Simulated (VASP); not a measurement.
# Ir in VASP: single point with PBEsol

Aim: the single point of Ir with PBEsol.

All numbers are computed with VASP 6.6.1; they aren't measurements. Logs are shortened: lines on timing, memory, paths and dates and some standing lists are left out, and cuts for length are marked.

### Step 1. The cell of the first run

The typed cell holds 4 atoms: a = 2.721 Å, b = 4.706 Å, c = 5.180 Å, α = 117.01°, β = 105.22°, γ = 90.00°.

This isn't the form of Ir at room conditions, which is fcc.

### Step 2. Single point, PBEsol

INCAR

```
SYSTEM = Ir
PREC = Accurate
ENCUT = 520
EDIFF = 1E-6
ISMEAR = 0
SIGMA = 0.15
LREAL = .False.
LASPH = .True.
NELM = 100
ALGO = Fast
ISIF = 2
LWAVE = .False.
LCHARG = .False.
GGA = PS
NBANDS = 26
```

KPOINTS

```
regular mesh
0
Gamma
  14 14 14
  0 0 0
```

POSCAR

```
Ir
1.0
   -2.7206077271      0.0000182534     -0.0000198025
   -0.0000316159      4.7059079320     -0.0000984370
    1.3602875691     -2.3528709599     -4.4098686179
Ir
4
Direct
    0.1250230149      0.7915281794      0.2500008893
    0.6250220551      0.2915276277      0.2499963796
    0.8749759536      0.2084723705      0.7500016251
    0.3749789765      0.7084718222      0.7500011060
```

Potentials or basis: VASP PAW PBE potentials, release 64 (Ir).

Command:

```console
> cat potpaw_PBE.64/Ir/POTCAR > POTCAR
> mpirun -np 1 vasp_std > vasp.out
```

OUTCAR:

```text
SYSTEM = Ir
   PREC = Accurate
   ENCUT = 520
   EDIFF = 1E-6
   ISMEAR = 0
   LREAL = .False.
   LASPH = .True.
   NELM = 100
   ISIF = 2
   GGA = PS

 ion  position               nearest neighbor table
   1  0.125  0.792  0.250-   4 2.71   3 2.71   4 2.71   3 2.71   4 2.71   3 2.71   2 2.72   2 2.72
                             2 2.72   2 2.72
   2  0.625  0.292  0.250-   3 2.71   4 2.71   3 2.71   4 2.71   3 2.71   4 2.71   1 2.72   1 2.72
                             1 2.72   1 2.72
   3  0.875  0.208  0.750-   2 2.71   1 2.71   2 2.71   1 2.71   2 2.71   1 2.71   4 2.72   4 2.72
                             4 2.72   4 2.72
   4  0.375  0.708  0.750-   1 2.71   2 2.71   1 2.71   2 2.71   1 2.71   2 2.71   3 2.72   3 2.72
                             3 2.72   3 2.72

  LATTYP: Found a base centered monoclinic cell.
 ALAT       =     9.9965968930
 B/A-ratio  =     0.2721533894
 C/A-ratio  =     0.4707509949
 COS(beta)  =    -0.4707141066

  Lattice vectors:

 A1 = (   1.3602875691,  -2.3528709599,  -4.4098686179)
 A2 = (  -1.3603201580,  -2.3528527065,  -4.4098884204)
 A3 = (  -0.0000316159,   4.7059079320,  -0.0000984370)

Analysis of symmetry for initial positions (statically):
=====================================================================
 Subroutine PRICEL returns following result:

  LATTYP: Found a base centered monoclinic cell.
 ALAT       =     4.7059079331
 B/A-ratio  =     0.5781294947
 C/A-ratio  =     1.3704333894
 COS(beta)  =    -0.7296679837

  Lattice vectors:

 A1 = (  -1.3603278956,   2.3529605125,  -0.0000591198)
 A2 = (   1.3602962797,   2.3529474195,  -0.0000393172)
 A3 = (  -0.0000087106,  -4.7058183794,  -4.4098293007)

   2 primitive cells build up your supercell.

 Routine SETGRP: Setting up the symmetry group for a
 base centered monoclinic supercell.

 Subroutine GETGRP returns: Found  2 space group operations
 (whereof  2 operations were pure point group operations)
 out of a pool of  4 trial point group operations.

The static configuration has the point symmetry S_2 .

Analysis of symmetry for dynamics (positions and initial velocities):
=====================================================================
 Subroutine PRICEL returns following result:

  LATTYP: Found a base centered monoclinic cell.
 ALAT       =     4.7059079331
 B/A-ratio  =     0.5781294947
 C/A-ratio  =     1.3704333894
 COS(beta)  =    -0.7296679837

  Lattice vectors:

 A1 = (  -1.3603278956,   2.3529605125,  -0.0000591198)
 A2 = (   1.3602962797,   2.3529474195,  -0.0000393172)
 A3 = (  -0.0000087106,  -4.7058183794,  -4.4098293007)

   2 primitive cells build up your supercell.

 Routine SETGRP: Setting up the symmetry group for a
 base centered monoclinic supercell.

 Subroutine GETGRP returns: Found  2 space group operations
 (whereof  2 operations were pure point group operations)
 out of a pool of  4 trial point group operations.

The dynamic configuration has the point symmetry S_2 .

 Subroutine INISYM returns: Found  2 space group operations
 (whereof  2 operations are pure point group operations),
 and found     2 'primitive' translations

----------------------------------------------------------------------------------------

                                     Primitive cell

  volume of cell :      28.2302

  direct lattice vectors                    reciprocal lattice vectors
    -1.360327896  2.352960513 -0.000059120    -0.367560039  0.212491632 -0.226753409
     1.360296280  2.352947419 -0.000039317     0.367565385  0.212496571 -0.226760131
    -0.000008711 -4.705818379 -4.409829301     0.000001650 -0.000004743 -0.226761085

  length of vectors
     2.717887996  2.717860837  6.449133359     0.481321290  0.481330720  0.226761085

  position of ions in fractional coordinates (direct lattice)
     0.916550576  0.916506947  0.250000889
     0.083448943  0.083496630  0.750001106

  ion indices of the primitive-cell ions
   primitive index   ion index
                 1           1
                 2           4

----------------------------------------------------------------------------------------

 KPOINTS: regular mesh

Automatic generation of k-mesh.
 Grid dimensions read from file:
 generate k-points for:   14   14   14

 Generating k-lattice:

  Cartesian coordinates                     Fractional coordinates (reciprocal lattice)
    -0.026254579 -0.000000346 -0.008098419     0.071428571  0.000000000  0.000000000
     0.000000161  0.015178320 -0.008098293    -0.000000000  0.071428571  0.000000000
     0.000000118 -0.000000339 -0.016197220    -0.000000000  0.000000000  0.071428571

  Length of vectors
     0.027475213  0.017203597  0.016197220

  Shift w.r.t. Gamma in fractional coordinates (k-lattice)
     0.000000000  0.000000000  0.000000000

 Subroutine IBZKPT returns following result:
 ===========================================

 Found   1376 irreducible k-points:

 Following reciprocal coordinates:
            Coordinates               Weight
  0.000000  0.000000  0.000000      1.000000
  0.071429  0.000000  0.000000      2.000000
  0.071429  0.000000 -0.071429      2.000000
  0.142857  0.000000  0.000000      2.000000
  0.142857 -0.000000 -0.142857      2.000000
  0.214286  0.000000  0.000000      2.000000
[... 16 lines left out ...]
  0.285714  0.071429  0.000000      2.000000
  0.285714 -0.071429 -0.285714      2.000000
 [... further k-points ...]
   k-points           NKPTS =   1376   k-points in BZ     NKDIM =   1376   number of bands    NBANDS=     26
   number of dos      NEDOS =    301   number of ions     NIONS =      4
   total plane-waves  NPLWV =  28800
   dimension x,y,z NGX =    20 NGY =   36 NGZ =   40
   dimension x,y,z NGXF=    40 NGYF=   72 NGZF=   80
   ions per type =               4
   NGX,Y,Z   is equivalent  to a cutoff of  12.22, 12.72, 12.84 a.u.
   NGXF,Y,Z  is equivalent  to a cutoff of  24.44, 25.44, 25.67 a.u.
 SYSTEM =  Ir
   PREC   = accura    normal or accurate (medium, high low for compatibility)
   ISTART =      0    job   : 0-new  1-cont  2-samecut
   ICHARG =      2    charge: 1-file 2-atom 10-const
   ISPIN  =      1    spin polarized calculation?
   LNONCOLLINEAR =      F non collinear calculations
   LSORBIT =      F    spin-orbit coupling
   LASPH  =      T    aspherical Exc in radial PAW
   ENCUT  =  520.0 eV  38.22 Ry    6.18 a.u.   5.06  8.75  9.63*2*pi/ulx,y,z
   NELM   =    100;   NELMIN=  2; NELMDL= -5     # of ELM steps
   EDIFF  = 0.1E-05   stopping-criterion for ELM
   LREAL  =      F    real-space projection
   EDIFFG = 0.1E-04   stopping-criterion for IOM
   NSW    =      0    number of steps for IOM
   IBRION =     -1    ionic relax: 0-MD 1-quasi-New 2-CG
   NFREE  =      0    steps in history (QN), initial steepest desc. (CG)
   ISIF   =      2    stress and relaxation
   ISYM   =      2    0-nonsym 1-usesym 2-fastsym
   POTIM  = 0.5000    time-step for ionic-motion
   TEBEG  =    0.0;   TEEND  =   0.0 temperature during run
   PSTRESS=    0.0 pullay stress
   NELECT =      36.0000    total number of electrons
   NUPDOWN=      -1.0000    fix difference up-down
   EMIN   =  10.00;   EMAX   =-10.00  energy-range for DOS
   EFERMI =   0.00;   METHOD = LEGACY
   ISMEAR =     0;   SIGMA  =   0.15  broadening in eV -4-tet -1-fermi 0-gaus
   EFERMI_NEDOS =   21; number of points for ismear=-14 and -15
   IALGO  =     68    algorithm
   IMIX   =      4    mixing-type and parameters
     AMIX     =   0.40;   BMIX     =  1.00
     AMIX_MAG =   1.60;   BMIX_MAG =  1.00
  volume/ion in A,a.u.               =      14.11        95.25
  Fermi-wavevector in a.u.,A,eV,Ry     =   1.409058  2.662733 27.013593  1.985443
  Thomas-Fermi vector in A             =   2.531152
   LORBIT       =      0    0 simple, 1 ext, 2 COOP (PROOUT), +10 PAW based schemes
   GGA     = PS    functional components
   LHFCALC =     F    Hartree Fock is set to
   AEXX    =    0.0000 exact exchange contribution
   IVDW    =     0    specifies the selected vdW correction
   LEPSILON=     F    determine dielectric tensor
   LRPA    =     F    only Hartree local field effects (RPA)
 non-spin polarized calculation
 RMM-DIIS sequential band-by-band and
 Gauss-broadening in eV      SIGMA  =   0.15
  energy-cutoff  :      520.00
  volume of cell :       56.46
 maximum number of plane-waves:      1543
   NGX = 11   NGY = 17   NGZ = 19

 number of electron      36.0000000 magnetization

 Free energy of the ion-electron system (eV)
  ---------------------------------------------------
  ext. energy  EPLUGINS =         0.00000000
  ---------------------------------------------------
  free energy    TOTEN  =       -38.99197191 eV

  energy without entropy =      -38.94179812  energy(sigma->0) =      -38.96688502

 E-fermi :  10.4045     XC(G=0): -14.1142

 val. band max:       10.4034102700   @ k =   0.1429   0.5000   0.2143
 cond. band min:      10.4057912035   @ k =   0.0714  -0.1429   0.3571
 fundamental gap:      0.0023809336
 Fermi energy:        10.4045127504

 k-point     1 :       0.0000    0.0000    0.0000
  band No.  band energies     occupation
      1      -0.9298      2.00000
      2       2.1428      2.00000
      3       2.5005      2.00000
      4       2.5005      2.00000
      5       4.3571      2.00000
      6       4.3573      2.00000
[... 18 lines left out ...]
     25      17.4769      0.00000
     26      18.1017      0.00000

 k-point     2 :       0.0714    0.0000    0.0000
  band No.  band energies     occupation
      1      -0.7648      2.00000
      2       2.2791      2.00000
      3       2.5360      2.00000
      4       2.7384      2.00000
      5       4.3517      2.00000
      6       4.5395      2.00000
[... 18 lines left out ...]
     25      17.5376      0.00000
     26      18.1391      0.00000

 k-point     3 :       0.0714    0.0000   -0.0714
  band No.  band energies     occupation
      1      -0.7648      2.00000
      2       2.2791      2.00000
      3       2.5360      2.00000
      4       2.7384      2.00000
      5       4.3517      2.00000
      6       4.5395      2.00000
[... 18 lines left out ...]
     25      17.5377      0.00000
     26      18.1299      0.00000

 k-point     4 :       0.1429    0.0000    0.0000
  band No.  band energies     occupation
      1      -0.2862      2.00000
      2       2.6626      2.00000
      3       2.8041      2.00000
      4       3.2309      2.00000
      5       4.4541      2.00000
      6       4.9328      2.00000
[... 18 lines left out ...]
     25      17.7498      0.00000
     26      18.3026      0.00000

 k-point     5 :       0.1429   -0.0000   -0.1429
  band No.  band energies     occupation
      1      -0.2862      2.00000
      2       2.6626      2.00000
      3       2.8040      2.00000
      4       3.2310      2.00000
      5       4.4541      2.00000
      6       4.9327      2.00000
[... 18 lines left out ...]
     25      17.7804      0.00000
     26      18.3032      0.00000

 k-point     6 :       0.2143    0.0000    0.0000
  band No.  band energies     occupation
      1       0.4550      2.00000
      2       3.2180      2.00000
      3       3.2366      2.00000
      4       3.8398      2.00000
      5       4.6253      2.00000
      6       5.2859      2.00000
[... 427 lines left out ...]
 k-point    21 :       0.2143    0.0714    0.0000
  band No.  band energies     occupation
      1       0.5797      2.00000
      2       3.2080      2.00000
      3       3.2530      2.00000
      4       3.9581      2.00000
      5       4.5250      2.00000
      6       5.3424      2.00000
[... 18 lines left out ...]
     25      18.2078      0.00000
     26      18.7737      0.00000

 k-point    22 :       0.2143   -0.0714   -0.2143
  band No.  band energies     occupation
      1       0.5798      2.00000
      2       3.2080      2.00000
      3       3.2530      2.00000
      4       3.9581      2.00000
      5       4.5249      2.00000
      6       5.3424      2.00000
[... 18 lines left out ...]
     25      18.2075      0.00000
     26      18.7564      0.00000

 k-point    23 :       0.2857    0.0714    0.0000
  band No.  band energies     occupation
      1       1.4758      2.00000
      2       3.7480      2.00000
      3       3.8151      2.00000
      4       4.0567      2.00000
      5       4.7068      2.00000
      6       4.8390      2.00000
[... 18 lines left out ...]
     25      18.7318      0.00000
     26      19.0696      0.00000

 k-point    24 :       0.2857   -0.0714   -0.2857
  band No.  band energies     occupation
      1       1.4759      2.00000
      2       3.7480      2.00000
      3       3.8150      2.00000
      4       4.0566      2.00000
      5       4.7070      2.00000
      6       4.8389      2.00000
[... 18 lines left out ...]
     25      18.7301      0.00000
     26      19.0780      0.00000

 [... further k-points ...]
[... 5 lines left out ...]
  --------------------------------------------------------------------------------------
  -------------------------------------------------------------------------------------
  Total        0.3522892      0.3541739      0.3700051      0.0006520      0.0015818     -0.0005572
  in kB        9.9969871     10.0504692     10.4997127      0.0185033      0.0448861     -0.0158126
  external PRESSURE =      10.1823897 kB  Pullay stress =       0.0000000 kB

 VOLUME and BASIS-vectors are now :
 -----------------------------------------------------------------------------
  energy-cutoff  :      520.00
  volume of cell :       56.46
      direct lattice vectors                 reciprocal lattice vectors
    -2.720607727  0.000018253 -0.000019802    -0.367564109 -0.000004841 -0.113377867
    -0.000031616  4.705907932 -0.000098437     0.000002251  0.212496473 -0.113376103
     1.360287569 -2.352870960 -4.409868618     0.000001650 -0.000004743 -0.226761085

 POSITION                                       TOTAL-FORCE (eV/Angst)
 -----------------------------------------------------------------------------------
     -0.00009      3.13664     -1.10255         0.000664      0.000207     -0.000166
     -1.36038      0.78370     -1.10249         0.000664      0.000207     -0.000166
     -1.36026     -0.78359     -3.30745        -0.000664     -0.000207      0.000166
      0.00002      1.56935     -3.30748        -0.000664     -0.000207      0.000166
 -----------------------------------------------------------------------------------
    total drift:                                0.000000      0.000000     -0.000000

  FREE ENERGIE OF THE ION-ELECTRON SYSTEM (eV)
  ---------------------------------------------------
  free  energy   TOTEN  =       -38.9919719093 eV

  energy  without entropy=      -38.9417981242  energy(sigma->0) =      -38.96688502
```

Run time: 49 min. Hardware: 1 thread of Oxide Virtual Turin-like, shared host; peak memory 1.4 GiB.

What came out:

| Item | Value |
| --- | --- |
| Free energy | -38.9920 eV |
| Pressure | 1.0 GPa |
| Band gap on the k mesh | zero (bands 18 and 19 overlap by 2.33 eV) |

Levels at points of the mesh, in eV from the Fermi level:
| k point | band 15 | band 16 | band 17 | band 18 | band 19 | band 20 | band 21 | band 22 |
| --- | --- | --- | --- | --- | --- | --- | --- | --- |
| (0.00, 0.00, 0.00) | -2.16 | -1.01 | -1.01 | -0.89 | 0.27 | 0.29 | 0.99 | 0.99 |
| (0.50, 0.00, 0.00) | -1.10 | -1.10 | -0.46 | -0.46 | 1.07 | 1.07 | 2.88 | 2.88 |
| (0.50, 0.00, 0.50) | -1.10 | -1.10 | -0.46 | -0.46 | 1.07 | 1.07 | 2.88 | 2.88 |
| (0.00, 0.50, 0.00) | -1.94 | -1.94 | -1.44 | -1.44 | -1.35 | -1.35 | 0.43 | 0.43 |
| (0.50, 0.50, 0.00) | -1.02 | 0.73 | 0.98 | 0.98 | 0.99 | 1.15 | 2.01 | 2.01 |
| (0.50, 0.50, 0.50) | -1.02 | 0.73 | 0.98 | 0.98 | 0.99 | 1.15 | 2.02 | 2.02 |
| (0.00, 0.00, 0.50) | -3.01 | -0.47 | -0.47 | -0.47 | -0.47 | 0.73 | 0.99 | 1.16 |
| (0.00, 0.50, 0.50) | -1.94 | -1.94 | -1.44 | -1.44 | -1.35 | -1.35 | 0.43 | 0.43 |

Caveat: the PAW data sets were made with another functional, which shifts forces and pressure a little; spin-orbit coupling is left out, which moves the levels of the heavy elements.
